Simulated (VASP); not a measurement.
Here is a VASP 6.6.1 calculation.

INCAR

```
SYSTEM = GaP
PREC = Accurate
ENCUT = 520
EDIFF = 1E-6
ISMEAR = -1
SIGMA = 0.05
LREAL = .FALSE.
LASPH = .TRUE.
NELM = 80
ALGO = Normal
ISIF = 2
LWAVE = .FALSE.
LCHARG = .FALSE.
GGA = PE
NBANDS = 16
```

File KPOINTS:

```
regular mesh
0
G
  10 10 10
  0 0 0
```

POSCAR

```
GaP
1.0
    0.0000000000      2.8070075000      2.7252500000
    2.8070075000      0.0000000000      2.7252500000
    2.8070075000      2.8070075000      0.0000000000
Ga P
1 1
Direct
    0.0000000000      0.0000000000      0.0000000000
    0.7500000000      0.7500000000      0.7500000000
```

Potentials or basis: VASP PAW PBE potentials, release 64 (Ga_d, P).

Command:

```bash
$ cat potpaw_PBE.64/Ga_d/POTCAR potpaw_PBE.64/P/POTCAR > POTCAR
$ mpirun -np 1 vasp_std > vasp.out
```

Q: Predict the band gap on the k mesh.

A: 1.24 eV, direct.

Q: Predict the pressure.

A: -2.1 GPa.

Stress tensor (GPa, compression positive):
```
-2.80  0.00  0.00
 0.00 -2.80  0.00
 0.00  0.00 -0.77
```

Caveat: the cell differs from its parent crystal (equal xx and yy strain of +3 %). A k mesh can miss the band edges.
